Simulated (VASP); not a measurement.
Here is a VASP 6.6.1 calculation.

INCAR

```
SYSTEM = WS2
PREC = Accurate
ENCUT = 520
EDIFF = 1E-6
ISMEAR = 0
SIGMA = 0.05
LREAL = .False.
LASPH = .True.
NELM = 80
ALGO = Normal
ISIF = 2
LWAVE = .False.
LCHARG = .True.
GGA = PE
LVHAR = .True.
NBANDS = 35
KPAR = 2
```

The input KPOINTS:

```
regular mesh
0
Gamma
  12 12 4
  0 0 0
```

The input POSCAR:

```
WS2
1.0
    3.1761937006      0.0699769457     -0.1464899493
   -1.5274950377      2.8899887143     -0.0439455267
   -0.5758253339     -0.5319180405     12.5109684398
W S
2 4
Direct
    0.3396555159      0.6686932447      0.2498710844
    0.6541540321      0.3301537182      0.7466449325
    0.3228640972      0.6566756276      0.6209587599
    0.6766138470      0.3345513099      0.1198908564
    0.3289544068      0.6763716184      0.8797255460
    0.6777581010      0.3335544813      0.3829088209
```

Potentials or basis: VASP PAW PBE potentials, release 64 (W_sv, S).

The run is started by

```sh
$ cat potpaw_PBE.64/W_sv/POTCAR potpaw_PBE.64/S/POTCAR > POTCAR
$ mpirun -np 2 vasp_std > vasp.out
```

Q: Predict the band gap on the k mesh.

A: 0.85 eV (least direct gap 1.42 eV).

Q: What does it give for the largest force?

A: 2.021 eV/Å.

Q: Predict the pressure.

A: -8.4 GPa.

Stress tensor (GPa, compression positive):
```
 -3.41  -2.45  10.51
 -2.45 -12.83   7.33
 10.51   7.33  -8.87
```

Caveat: the cell differs from its parent crystal (atoms moved at random and the cell strained at random); the stress differs along the axes, from -13 to -3 GPa; spin-orbit coupling is left out, which moves the levels of the heavy elements; forces of over 1 eV/Å act on the atoms, so gaps and moduli don't describe the material at rest. A k mesh can miss the band edges.
